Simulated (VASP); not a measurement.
# Ge (Fmmm) in VASP: notebook, part 2 of 2

VASP 6.6.1. Earlier steps stand in the parts before.

## Step 4: Single point, PBEsol

The input, INCAR:

```
  ALGO = Normal
  EDIFF = 1E-7
  ENCUT = 520
  GGA = PS
  ISIF = 2
  ISMEAR = 1
  LASPH = T
  LCHARG = T
  LELF = T
  LREAL = F
  LVHAR = T
  LWAVE = F
  NBANDS = 36
  NELM = 60
  PREC = Accurate
  SIGMA = 0.2
```

The input, KPOINTS:

```
k-points
0
Gamma
  6 6 6
```

The input, POSCAR:

```
Ge
1.0
    0.0000000000      2.8857400000      5.1156650000
    2.6304970000      0.0000000000      5.1156650000
    2.6304970000      2.8857400000      0.0000000000
Ge
4
Direct
    0.7818670000      0.7818670000      0.2181330000
    0.2181330000      0.2181330000      0.7818670000
    0.2735100000      0.7264900000      0.2735100000
    0.7264900000      0.2735100000      0.7264900000
```

Potentials or basis: VASP PAW PBE potentials, release 64 (Ge_d).

Command:

```bash
> cat potpaw_PBE.64/Ge_d/POTCAR > POTCAR
> mpirun -np 1 vasp_std > vasp.out
```

OUTCAR:

```text
EDIFF = 1E-7
   ENCUT = 520
   GGA = PS
   ISIF = 2
   ISMEAR = 1
   LASPH = T
   LREAL = F
   NELM = 60
   PREC = Accurate

 ion  position               nearest neighbor table
   1  0.782  0.782  0.218-   2 2.71   2 2.71   3 2.73   4 2.73
   2  0.218  0.218  0.782-   1 2.71   1 2.71   3 2.73   4 2.73
   3  0.274  0.726  0.274-   4 2.61   4 2.64   4 2.64   2 2.73   1 2.73
   4  0.726  0.274  0.726-   3 2.61   3 2.64   3 2.64   2 2.73   1 2.73

  LATTYP: Found a face centered orthorhombic cell.
[... 1129 lines left out ...]
     35      12.2953      0.00000
     36      12.8770      0.00000

 [... further k-points ...]
[... 5 lines left out ...]
  --------------------------------------------------------------------------------------
  -------------------------------------------------------------------------------------
  Total       -0.6940883     -1.9282573     -2.1755815      0.0000000      0.0000000      0.0000000
  in kB      -14.3185228    -39.7785065    -44.8806190      0.0000000      0.0000000      0.0000000
  external PRESSURE =     -32.9925494 kB  Pullay stress =       0.0000000 kB

 VOLUME and BASIS-vectors are now :
 -----------------------------------------------------------------------------
  energy-cutoff  :      520.00
  volume of cell :       77.67
      direct lattice vectors                 reciprocal lattice vectors
     0.000000000  2.885740000  5.115665000    -0.190078149  0.173265783  0.097739004
     2.630497000  0.000000000  5.115665000     0.190078149 -0.173265783  0.097739004
     2.630497000  2.885740000  0.000000000     0.190078149  0.173265783 -0.097739004

 POSITION                                       TOTAL-FORCE (eV/Angst)
 -----------------------------------------------------------------------------------
      2.63050      2.88574      7.99954         0.000000      0.000000     -0.012773
      2.63050      2.88574      2.23179         0.000000      0.000000      0.012773
      2.63050      1.57856      5.11566         0.000000     -0.005490      0.000000
      2.63050      4.19292      5.11566         0.000000      0.005490      0.000000
 -----------------------------------------------------------------------------------
    total drift:                                0.000000      0.000000      0.000000

  FREE ENERGIE OF THE ION-ELECTRON SYSTEM (eV)
  ---------------------------------------------------
  free  energy   TOTEN  =       -18.9837848663 eV

  energy  without entropy=      -18.9845138383  energy(sigma->0) =      -18.98402786
```

OSZICAR:

```text
N       E                     dE             d eps       ncg     rms          rms(c)
DAV:   1     0.471375376946E+03    0.47138E+03   -0.27457E+04  3788   0.445E+03
DAV:   2     0.611234038884E+02   -0.41025E+03   -0.40034E+03  3312   0.783E+02
DAV:   3    -0.149088880194E+02   -0.76032E+02   -0.74760E+02  3572   0.200E+02
DAV:   4    -0.189934344980E+02   -0.40845E+01   -0.40623E+01  3964   0.542E+01
DAV:   5    -0.190719006040E+02   -0.78466E-01   -0.78444E-01  3684   0.842E+00    0.294E+00
DAV:   6    -0.190057200677E+02    0.66181E-01   -0.81507E-02  4604   0.567E+00    0.160E+00
DAV:   7    -0.189851799708E+02    0.20540E-01   -0.90416E-02  4164   0.486E+00    0.231E-01
DAV:   8    -0.189837813558E+02    0.13986E-02   -0.12532E-02  3736   0.355E+00    0.102E-01
DAV:   9    -0.189836982660E+02    0.83090E-04   -0.29799E-03  4332   0.141E+00    0.347E-02
DAV:  10    -0.189837887280E+02   -0.90462E-04   -0.10220E-03  3644   0.539E-01    0.214E-02
DAV:  11    -0.189837822221E+02    0.65059E-05   -0.14669E-04  4264   0.652E-01    0.878E-03
DAV:  12    -0.189837846943E+02   -0.24722E-05   -0.30774E-05  4840   0.926E-02    0.207E-03
DAV:  13    -0.189837850157E+02   -0.32143E-06   -0.24251E-06  5592   0.727E-02    0.121E-03
DAV:  14    -0.189837848835E+02    0.13222E-06   -0.16959E-06  3616   0.274E-02    0.464E-04
DAV:  15    -0.189837848663E+02    0.17197E-07   -0.42227E-07  3080   0.218E-02
   1 F= -.18983785E+02 E0= -.18984028E+02  d E =0.728972E-03
```

Run time: 2.4 min. Hardware: 1 thread of Intel Xeon Platinum 8488C (Sapphire Rapids), shared host; peak memory 0.28 GiB.

Results:

* Free energy: -18.9838 eV
* Pressure: -3.3 GPa
* Largest force: 0.013 eV/Å
* Band gap on the k mesh: zero (bands 28 and 29 overlap by 3.27 eV)

Forces on the atoms (eV/Å):
```
Ge   0.000  0.000 -0.013
Ge   0.000  0.000  0.013
Ge   0.000 -0.005  0.000
Ge   0.000  0.005  0.000
```

Levels at points of the mesh, in eV from the Fermi level:
| k point | band 26 | band 27 | band 28 | band 29 | band 30 | band 31 |
| --- | --- | --- | --- | --- | --- | --- |
| (0.00, 0.00, 0.00) | -2.38 | -2.02 | -1.87 | -1.63 | 2.86 | 3.63 |
| (0.50, 0.00, 0.00) | -1.66 | -0.86 | 0.73 | 0.93 | 1.10 | 2.24 |
| (0.50, 0.50, 0.00) | -1.87 | -0.27 | 0.47 | 0.98 | 1.13 | 1.94 |
| (0.50, 0.00, 0.50) | -4.14 | -3.21 | -2.68 | -1.28 | -0.87 | 3.51 |
| (0.00, 0.50, 0.50) | -5.28 | -3.51 | -2.10 | -1.88 | 2.72 | 3.72 |

Caveat: the cell stands under tension; the PAW data sets were made with another functional, which shifts forces and pressure a little.

## Step 5: Single point, PBEsol

The input, INCAR:

```
PREC = Accurate ; ENCUT = 520
EDIFF = 1E-6 ; ISMEAR = 1
SIGMA = 0.1 ; LREAL = False
LASPH = True ; NELM = 80
ALGO = Normal ; ISIF = 2
LWAVE = False ; LCHARG = False
GGA = PS ; NBANDS = 36
```

The input, KPOINTS:

```
regular mesh
0
Gamma
  6 6 6
```

POSCAR is that of step 4.

Command:

```bash
> cat potpaw_PBE.64/Ge_d/POTCAR > POTCAR
> mpirun -np 1 vasp_std > vasp.out
```

Wall time 2.1 min (1 thread of Intel Xeon Platinum 8488C (Sapphire Rapids), shared host); peak memory 0.28 GiB.

The run converged. Its results:

```yaml
Free_energy: -18.9827 eV
Pressure: -3.5 GPa
Largest_force: 0.007 eV/Å
Band_gap_on_the_k_mesh: zero (bands 28 and 29 overlap by 3.27 eV)
```

Forces on the atoms (eV/Å):
```
Ge   0.000  0.000  0.007
Ge   0.000  0.000 -0.007
Ge   0.000 -0.001  0.000
Ge   0.000  0.001  0.000
```

Stress tensor (GPa, compression positive):
```
-1.23  0.00  0.00
 0.00 -4.40  0.00
 0.00  0.00 -4.95
```

Levels at points of the mesh, in eV from the Fermi level:
```tsv
k point	band 26	band 27	band 28	band 29	band 30	band 31
(0.00, 0.00, 0.00)	-2.41	-2.05	-1.89	-1.65	2.83	3.60
(0.50, 0.00, 0.00)	-1.68	-0.88	0.71	0.91	1.08	2.21
(0.50, 0.50, 0.00)	-1.90	-0.29	0.44	0.96	1.11	1.92
(0.50, 0.00, 0.50)	-4.17	-3.24	-2.71	-1.31	-0.89	3.49
(0.00, 0.50, 0.50)	-5.30	-3.53	-2.12	-1.91	2.70	3.70
```

Caveat: the cell stands under tension; the PAW data sets were made with another functional, which shifts forces and pressure a little.

## Step 6: Summary

```tsv
smearing	gap on the mesh (eV)	pressure (GPa)	largest force (eV/Å)
methfessel-paxton 0.5 eV	none	-3.6	0.05
methfessel-paxton 0.3 eV	none	-3.5	0.03
methfessel-paxton 0.2 eV	none	-3.3	0.01
methfessel-paxton 0.1 eV	none	-3.5	0.01
```

Alike in all rows: task single point; level PBEsol; potentials or basis VASP PAW PBE potentials, release 64 (Ge_d); no spin polarisation; cell as given; k mesh 6 × 6 × 6; cutoff (eV) 520.

Caveats: the cell stands under tension; the PAW data sets were made with another functional, which shifts forces and pressure a little; so wide a smearing shifts energies and pressures (at least some runs).

Total energies depend on the potentials used, so only differences within one code and one set of settings carry meaning.
